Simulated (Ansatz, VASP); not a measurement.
Al3BiO3: VASP beside Ansatz

```
Al Bi O
1.0
     6.72359    0.00000    0.01325
     0.00000    3.17385    0.00000
    -0.07339    0.00000    6.61520
Al Bi O
3 1 3
Direct
  0.45812 0.50000 0.16488
  0.13000 0.00000 0.38232
  0.15237 0.50000 0.79620
  0.87759 0.50000 0.12355
  0.11342 0.00000 0.65515
  0.38582 0.00000 0.29034
  0.37467 0.50000 0.92089
```

Change from the starting cell: species swapped into the Cd3AsI3 type (Pm, No. 6).

Alike in both runs: functional PBE; k mesh 2 × 3 × 2; occupations gaussian, width 0.15 eV; no spin polarisation.

Ansatz relaxed the structure, and its values are those at the end. VASP's run is a single point on that final structure, the one shown.

|  | VASP | Ansatz |
| --- | --- | --- |
| version | VASP 6.6.1 | Ansatz 0.2.0 |
| potentials or method | VASP PAW PBE potentials, release 64 (Al, Bi_d, O), cutoff 520 eV | scalar-relativistic, plane waves, PAW |
| valence electrons in the cell | 42 | 42 |

VASP gave:

| Property | Result |
| --- | --- |
| gap on the k mesh at the Fermi level (eV) | 0.82 |
| least direct gap on the mesh (eV) | 1.25 |
| pressure (GPa) | 0.0 |
| rms of the force components (eV/Å) | 0.016 |

Question: Estimate Ansatz's values.

Answer: gap on the k mesh at the Fermi level (eV): 0.83; least direct gap on the mesh (eV): 1.25; pressure (GPa): 0.0; rms of the force components (eV/Å): 0.019.

The k mesh is coarse, so the values compare programs but aren't converged. Spin-orbit coupling is off throughout.
